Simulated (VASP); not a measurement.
Crystal: LiCl.

```
Li Cl
1.0
     3.64180    0.00000    0.00000
    -1.82090    3.15389    0.00000
     0.00000    0.00000    5.94703
Li Cl
2 2
Direct
  0.00000 0.00000 0.00000
  0.33333 0.66667 0.50000
  0.66667 0.33333 0.25000
  0.66667 0.33333 0.75000
```

| Quantity | Value |
| --- | --- |
| Program | VASP 6.6.1 |
| Task | relaxation of cell and atoms |
| Functional | PBE |
| Potentials or basis | VASP PAW PBE potentials, release 64 (Li_sv, Cl) |
| Cutoff | 600 eV |
| k mesh | 9 × 9 × 6 |
| Occupations | gaussian, width 0.02 eV |
| Spin | no spin polarisation |

At the start: pressure 3.4 GPa; volume 17.08 Å³/atom.

Task: Where does the relaxation end?

Result: Over 7 steps the energy falls by 64.7 meV/atom and the volume is 18.01 Å³/atom (+5.5 %); space group P6_3/mmc (No. 194, to 0.05 Å).

Step by step:
| step | energy change (eV) | largest force (eV/Å) | pressure (GPa) | volume (Å³) |
| --- | --- | --- | --- | --- |
| 1 | 0.0000 | 0.0000 | 3.43 | 68.31 |
| 2 | -0.2306 | 0.0000 | 0.46 | 71.86 |
| 3 | -0.2269 | 0.0000 | -1.49 | 75.55 |
| 4 | -0.2551 | 0.0000 | -0.64 | 73.71 |
| 5 | -0.2552 | 0.0000 | -0.58 | 73.59 |
| 6 | -0.2579 | 0.0000 | -0.31 | 72.85 |
| 7 | -0.2589 | 0.0000 | -0.01 | 72.04 |

Final structure:
```
Li Cl
1.0
     3.56626    0.00000    0.00000
    -1.78313    3.08847    0.00000
     0.00000    0.00000    6.54077
Li Cl
2 2
Direct
  0.00000 0.00000 0.00000
  0.33333 0.66667 0.50000
  0.66667 0.33333 0.25000
  0.66667 0.33333 0.75000
```

Caveat: the cutoff is under 1.25 times the usual one of these potentials, so pressure, stress and relaxed cells hold a basis-set (Pulay) error.
